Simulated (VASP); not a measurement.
CaZn, 2 atoms in the cell. The structure is tetragonal, space group P4mm (No. 99). The conventional cell has a = 3.649 Å, b = 3.649 Å, c = 3.649 Å, α = 90.00°, β = 90.00°, γ = 90.00°. Ca (site symmetry 4mm) has 8 Zn at 3.08 to 3.25 Å and 6 Ca at 3.65 Å within 4.0 Å. Within 4.0 Å of Zn (site symmetry 4mm) lie 8 Ca at 3.08 to 3.25 Å and 6 Zn at 3.65 Å.  This cell differs from its parent crystal: one atom moved.

- Program: VASP 6.6.1
- Task: single point
- Functional: PBEsol
- Potentials or basis: VASP PAW PBE potentials, release 64 (Ca_sv, Zn)
- Cutoff: 520 eV
- k mesh: 10 × 10 × 10
- Occupations: gaussian, width 0.1 eV
- Spin: no spin polarisation
- Dipole correction: no
- Further INCAR settings: ALGO = Fast; EDIFF = 1e-06; NBANDS = 18

Potentials or basis: VASP PAW PBE potentials, release 64 (Ca_sv, Zn).

Launch:

```sh
$ cat potpaw_PBE.64/Ca_sv/POTCAR potpaw_PBE.64/Zn/POTCAR > POTCAR
$ mpirun -np 1 vasp_std > vasp.out
```

Hardware: 1 thread of Intel(R) Xeon(R) Platinum 8259CL CPU @ 2.50GHz (Skylake/Cascade Lake) (shared host).

Estimate the wall time of this run.

It took 110 s on 1 thread of Intel(R) Xeon(R) Platinum 8259CL CPU @ 2.50GHz (Skylake/Cascade Lake), on a shared host, peak memory 0.24 GiB. Counts: scf iterations 16, k points 126.
